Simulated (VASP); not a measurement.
# LiCl (Fm-3m) in VASP: settings compared

Aim: see how the results for LiCl move with the level of theory and the settings. Levels: LDA, PBEsol. Tasks: elastic constants, dielectric tensor, vibrations by perturbation theory.

All numbers are computed with VASP 6.6.1; they aren't measurements. Logs are shortened: lines on timing, memory, paths and dates and some standing lists are left out, and cuts for length are marked.

## 1. The cell of the first run

It takes space group Fm-3m (No. 225, cubic). Conventional cell: a = 5.130 Å, b = 5.130 Å, c = 5.130 Å, α = 90.00°, β = 90.00°, γ = 90.00°. Within 3.4 Å of Cl (site symmetry m-3m) lie 6 Li at 2.56 Å. Within 3.4 Å of Li (site symmetry m-3m) lie 6 Cl at 2.56 Å.

## 2. Elastic constants, LDA

Contents of INCAR:

```
PREC = Accurate ; ENCUT = 750
EDIFF = 1E-8 ; ISMEAR = -1
SIGMA = 0.05 ; LREAL = F
LASPH = T ; NELM = 120
ALGO = Normal ; ISIF = 3
LWAVE = F ; LCHARG = T
GGA = CA ; NBANDS = 12
IBRION = 6 ; NFREE = 2
POTIM = 0.015 ; NSW = 1
GGA_COMPAT = F
```

Contents of KPOINTS:

```
Automatic mesh
0
Gamma
  7 7 7
```

Contents of POSCAR:

```
LiCl
1.0
    0.0000000000      2.5647700000      2.5647700000
    2.5647700000      0.0000000000      2.5647700000
    2.5647700000      2.5647700000      0.0000000000
Cl Li
1 1
Direct
    0.5000000000      0.5000000000      0.5000000000
    0.0000000000      0.0000000000      0.0000000000
```

Potentials or basis: VASP PAW LDA potentials, release 64 (Cl, Li_sv).

On the command line:

```
$ cat potpaw_LDA.64/Cl/POTCAR potpaw_LDA.64/Li_sv/POTCAR > POTCAR
$ mpirun -np 1 vasp_std > vasp.out
```

OUTCAR:

```text
PREC = Accurate
   ENCUT = 750
   EDIFF = 1E-8
   ISMEAR = -1
   LREAL = F
   LASPH = T
   NELM = 120
   ISIF = 3
   GGA = CA
   IBRION = 6
   NFREE = 2
   POTIM = 0.015
   NSW = 1

 ion  position               nearest neighbor table
   1  0.500  0.500  0.500-   2 2.56   2 2.56   2 2.56   2 2.56   2 2.56   2 2.56
   2  0.000  0.000  0.000-   1 2.56   1 2.56   1 2.56   1 2.56   1 2.56   1 2.56

  LATTYP: Found a face centered cubic cell.
 ALAT       =     5.1295400000

  Lattice vectors:

 A1 = (   0.0000000000,   2.5647700000,   2.5647700000)
 A2 = (   2.5647700000,   0.0000000000,   2.5647700000)
 A3 = (   2.5647700000,   2.5647700000,   0.0000000000)

Analysis of symmetry for initial positions (statically):
=====================================================================
 Subroutine PRICEL returns:
 Original cell was already a primitive cell.

 Routine SETGRP: Setting up the symmetry group for a
 face centered cubic supercell.

 Subroutine GETGRP returns: Found 48 space group operations
 (whereof 48 operations were pure point group operations)
 out of a pool of 48 trial point group operations.

The static configuration has the point symmetry O_h .

Analysis of symmetry for dynamics (positions and initial velocities):
=====================================================================
 Subroutine PRICEL returns:
 Original cell was already a primitive cell.

 Routine SETGRP: Setting up the symmetry group for a
 face centered cubic supercell.

 Subroutine GETGRP returns: Found 48 space group operations
 (whereof 48 operations were pure point group operations)
 out of a pool of 48 trial point group operations.

The dynamic configuration has the point symmetry O_h .

 Subroutine INISYM returns: Found 48 space group operations
 (whereof 48 operations are pure point group operations),
 and found     1 'primitive' translations

----------------------------------------------------------------------------------------

                                     Primitive cell

  volume of cell :      33.7423

  direct lattice vectors                    reciprocal lattice vectors
     0.000000000  2.564770000  2.564770000    -0.194949255  0.194949255  0.194949255
     2.564770000  0.000000000  2.564770000     0.194949255 -0.194949255  0.194949255
     2.564770000  2.564770000  0.000000000     0.194949255  0.194949255 -0.194949255

  length of vectors
     3.627132518  3.627132518  3.627132518     0.337662014  0.337662014  0.337662014

  position of ions in fractional coordinates (direct lattice)
     0.500000000  0.500000000  0.500000000
     0.000000000  0.000000000  0.000000000

  ion indices of the primitive-cell ions
   primitive index   ion index
                 1           1
                 2           2

----------------------------------------------------------------------------------------

 KPOINTS: Automatic mesh

Automatic generation of k-mesh.
 Grid dimensions read from file:
 generate k-points for:    7    7    7

 Generating k-lattice:

  Cartesian coordinates                     Fractional coordinates (reciprocal lattice)
    -0.027849894  0.027849894  0.027849894     0.142857143  0.000000000  0.000000000
     0.027849894 -0.027849894  0.027849894     0.000000000  0.142857143  0.000000000
[... 107 lines left out ...]
  --------------------------------------------------------------------------------------
  -------------------------------------------------------------------------------------
  Total       -0.6947200     -0.6947200     -0.6947200     -0.0000000     -0.0000000      0.0000000
  in kB      -32.9871765    -32.9871765    -32.9871765     -0.0000000     -0.0000000      0.0000000
  external PRESSURE =     -32.9871765 kB  Pullay stress =       0.0000000 kB
[... 89 lines left out ...]
  FREE ENERGIE OF THE ION-ELECTRON SYSTEM (eV)
  ---------------------------------------------------
  free  energy   TOTEN  =        -8.0688401367 eV

  energy  without entropy=       -8.0688401366  energy(sigma->0) =       -8.06884014

[... ionic steps 4 to 14 ...]

--------------------------------------- Ionic step       15  -------------------------------------------

 number of electron      10.0000003 magnetization

------------------------ aborting loop because EDIFF is reached ----------------------------------------
[... 67 lines left out ...]
--------------------------------------- Ionic step       17  -------------------------------------------

 number of electron      10.0000000 magnetization

 Free energy of the ion-electron system (eV)
  ---------------------------------------------------
  ext. energy  EPLUGINS =         0.00000000
  ---------------------------------------------------
  free energy    TOTEN  =        -8.05948778 eV

  energy without entropy =       -8.05948778  energy(sigma->0) =       -8.05948778

 E-fermi :   1.6701     XC(G=0):  -9.1647

 val. band max:        0.4520394303   @ k =   0.0000   0.0000   0.0000
 cond. band min:       6.4490507791   @ k =   0.0000   0.0000   0.0000
 fundamental gap:      5.9970113488
 Fermi energy:         1.6700907740

 k-point     1 :       0.0000    0.0000    0.0000
  band No.  band energies     occupation
      1     -42.0069      2.00000
      2     -12.8746      2.00000
      3       0.4517      2.00000
      4       0.4520      2.00000
      5       0.4520      2.00000
      6       6.4491      0.00000
      7      12.1863      0.00000
      8      12.1863      0.00000
      9      12.1878      0.00000
     10      14.5570      0.00000
     11      14.5650      0.00000
     12      14.5650      0.00000
[... 331 lines left out ...]
 k-point    24 :       0.0000   -0.4286    0.1429
  band No.  band energies     occupation
      1     -42.0035      2.00000
      2     -12.2322      2.00000
      3      -2.3073      2.00000
      4      -0.4240      2.00000
      5       0.0765      2.00000
      6       7.6188      0.00000
      7       9.6604      0.00000
      8      10.0894      0.00000
      9      12.5066      0.00000
     10      16.4851      0.00000
     11      16.7583      0.00000
     12      17.6004      0.00000

 [... further k-points ...]

------------------------ aborting loop because EDIFF is reached ----------------------------------------

  FORCE on cell =-STRESS in cart. coord.  units (eV):
  Direction    XX          YY          ZZ          XY          YZ          ZX
  --------------------------------------------------------------------------------------
  -------------------------------------------------------------------------------------
  Total       -0.6934701     -0.6953037     -0.6953037     -0.0000000      0.0000000      0.0000000
  in kB      -32.9278254    -33.0148887    -33.0148887     -0.0000000      0.0000000      0.0000000
  external PRESSURE =     -32.9858676 kB  Pullay stress =       0.0000000 kB
[... 17 lines left out ...]
  FREE ENERGIE OF THE ION-ELECTRON SYSTEM (eV)
  ---------------------------------------------------
  free  energy   TOTEN  =        -8.0594877843 eV

  energy  without entropy=       -8.0594877843  energy(sigma->0) =       -8.05948778

 INTERNAL STRAIN TENSORS FROM STRAINED CELLS
 ============================================

 INTERNAL STRAIN TENSOR FOR ION    1 for displacements in x,y,z  (eV/Angst):
          X           Y           Z          XY          YZ          ZX
  --------------------------------------------------------------------------------
  x     0.00000     0.00000     0.00000     0.00000     0.00000     0.00000
  y     0.00000     0.00000     0.00000    -0.00000    -0.00000     0.00000
  z    -0.00000    -0.00000     0.00000     0.00000    -0.00000     0.00000

 INTERNAL STRAIN TENSORS FROM DISPLACED ATOMS
 ============================================

 INTERNAL STRAIN TENSOR FOR ION    1 for displacements in x,y,z  (eV/Angst):
          X           Y           Z          XY          YZ          ZX
  --------------------------------------------------------------------------------
  x     0.00000     0.00000     0.00000     0.00000     0.00000     0.00000
  y     0.00000     0.00000     0.00000     0.00000     0.00000     0.00000
  z     0.00000     0.00000     0.00000     0.00000     0.00000     0.00000

 INTERNAL STRAIN TENSOR FOR ION    2 for displacements in x,y,z  (eV/Angst):
          X           Y           Z          XY          YZ          ZX
  --------------------------------------------------------------------------------
  x     0.00000     0.00000     0.00000     0.00000     0.00000     0.00000
  y     0.00000     0.00000     0.00000     0.00000     0.00000     0.00000
  z     0.00000     0.00000     0.00000     0.00000     0.00000     0.00000

 Eigenvectors and eigenvalues of the dynamical matrix
 ----------------------------------------------------

   1 f  =    4.810937 THz    30.228010 2PiTHz  160.475591 cm-1    19.896429 meV
             X         Y         Z           dx          dy          dz
      2.564770  2.564770  2.564770     0.000000    0.403248    0.000000
      0.000000  0.000000  0.000000     0.000000   -0.915091    0.000000
[... 21 lines left out ...]
   6 f/i=    0.016092 THz     0.101110 2PiTHz    0.536776 cm-1     0.066552 meV
             X         Y         Z           dx          dy          dz
      2.564770  2.564770  2.564770     0.000000    0.000000    0.915091
      0.000000  0.000000  0.000000     0.000000    0.000000    0.403248

--------------------------------------------------------------------------------------------------------

 ELASTIC MODULI CONTR FROM IONIC RELAXATION (kBar)
 Direction    XX          YY          ZZ          XY          YZ          ZX
 --------------------------------------------------------------------------------
 XX           0.0000      0.0000      0.0000      0.0000      0.0000      0.0000
 YY           0.0000      0.0000      0.0000      0.0000      0.0000      0.0000
 ZZ           0.0000      0.0000      0.0000      0.0000      0.0000      0.0000
 XY           0.0000      0.0000      0.0000      0.0000      0.0000      0.0000
 YZ           0.0000      0.0000      0.0000      0.0000      0.0000      0.0000
 ZX           0.0000      0.0000      0.0000      0.0000      0.0000      0.0000
 --------------------------------------------------------------------------------

 TOTAL ELASTIC MODULI (kBar)
 Direction    XX          YY          ZZ          XY          YZ          ZX
 --------------------------------------------------------------------------------
 XX         480.6301    199.6937    199.6937     -0.0000     -0.0000      0.0000
 YY         199.6937    480.6301    199.6937      0.0000      0.0000      0.0000
 ZZ         199.6937    199.6937    480.6301      0.0000      0.0000      0.0000
 XY          -0.0000      0.0000      0.0000    240.2479      0.0000      0.0000
 YZ          -0.0000      0.0000      0.0000      0.0000    240.2479      0.0000
 ZX           0.0000      0.0000      0.0000      0.0000      0.0000    240.2479
 --------------------------------------------------------------------------------
```

Wall time 4.3 min (1 thread of Intel Xeon Platinum 8488C (Sapphire Rapids), shared host); peak memory 0.23 GiB.

What came out:

```yaml
Elastic_constants_C11_C12_C44: 48, 20, 24 GPa
Voigt_bulk_modulus: 29 GPa
Highest_phonon_frequency_at_Γ_LO-TO_splitting_left_out: 160 cm⁻¹
```

Phonon frequencies in cm⁻¹ (negative: imaginary):
| q point | frequencies |
| --- | --- |
| (0.000, 0.000, 0.000) | -1 -1 -1 160 160 160 |

Elastic tensor in Voigt notation (GPa, in the Cartesian axes of the cell as first typed):
```
48 20 20  0  0  0
20 48 20  0  0  0
20 20 48  0  0  0
 0  0  0 24  0  0
 0  0  0  0 24  0
 0  0  0  0  0 24
```

Clamped-ion elastic tensor (GPa):
```
48 20 20  0  0  0
20 48 20  0  0  0
20 20 48  0  0  0
 0  0  0 24  0  0
 0  0  0  0 24  0
 0  0  0  0  0 24
```

Caveat: the cell is under stress, which shifts elastic constants.

[end of part 1 of 2]
